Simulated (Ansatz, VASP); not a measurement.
## Ag in VASP and in Ansatz

INCAR

```
PREC = Accurate
ENCUT = 520
EDIFF = 1E-6
ISMEAR = -1
SIGMA = 0.08
LREAL = False
LASPH = True
NELM = 100
ALGO = Normal
ISIF = 2
LWAVE = False
LCHARG = False
NBANDS = 30
```

The input KPOINTS:

```
regular mesh
0
Gamma
  14 14 4
```

POSCAR

```
Ag
1.0
    2.8861989086      0.0000000000      0.0000000000
   -1.4430994543      2.4995215753      0.0000000000
    0.0000000000      0.0000000000     10.2000000000
Ag
4
Direct
    0.3333333333      0.6666666667      0.2500000000
    0.6666666667      0.3333333333      0.7500000000
    0.0000000000      0.0000000000      0.0000000000
    0.0000000000      0.0000000000      0.5000000000
```

Input for Ansatz:

```yaml
crystal:
  lattice:
    - [2.8861989086, 0.0, 0.0]
    - [-1.4430994543, 2.4995215753, 0.0]
    - [0.0, 0.0, 10.2]
  atoms:
    - { symbol: Ag, position: [0.3333333333, 0.6666666667, 0.25] }
    - { symbol: Ag, position: [0.6666666667, 0.3333333333, 0.75] }
    - { symbol: Ag, position: [0.0, 0.0, 0.0] }
    - { symbol: Ag, position: [0.0, 0.0, 0.5] }
kpoints:
  mp_grid: { grid: [14, 14, 4] }
  band_path:
    path:
      - [0.0, 0.0, 0.0]
      - [0.5, 0.0, 0.0]
      - [0.3333333333, 0.3333333333, 0.0]
      - [0.0, 0.0, 0.0]
      - [0.0, 0.0, 0.5]
      - [0.5, 0.0, 0.5]
      - [0.3333333333, 0.3333333333, 0.5]
      - [0.0, 0.0, 0.5]
      - [0.5, 0.0, 0.5]
    npoints: 5
scf:
  occupations: { method: fermi_dirac, width: 0.08 }
hamiltonian:
  xc: lda
  pseudopotentials: { kind: all_electron, lapw: { basis_error: 0.0005 } }
output:
  forces: true
  stress: true
  eigenvalues: true
```

Change from the starting cell: zz strain of +2 %.

Alike in both runs: task single point; functional LDA; k mesh 14 × 14 × 4; occupations fermi-dirac, width 0.08 eV; no spin polarisation.

|  | VASP | Ansatz |
| --- | --- | --- |
| version | VASP 6.6.1 | Ansatz 0.2.0 |
| potentials or method | VASP PAW LDA potentials, release 64 (Ag), cutoff 520 eV | all-electron LAPW, scalar-relativistic |

|  | VASP | Ansatz | Ansatz less VASP |
| --- | --- | --- | --- |
| pressure (GPa) | -12.0 | -12.2 | -0.16 |
| traceless stress, the component that is largest in VASP (GPa) | -3.00 | -2.95 | +0.044 |

LDA's correlation is that of Perdew and Zunger in VASP and of Perdew and Wang (1992) in Ansatz. Ansatz ran all-electron here, and VASP with PAW potentials.
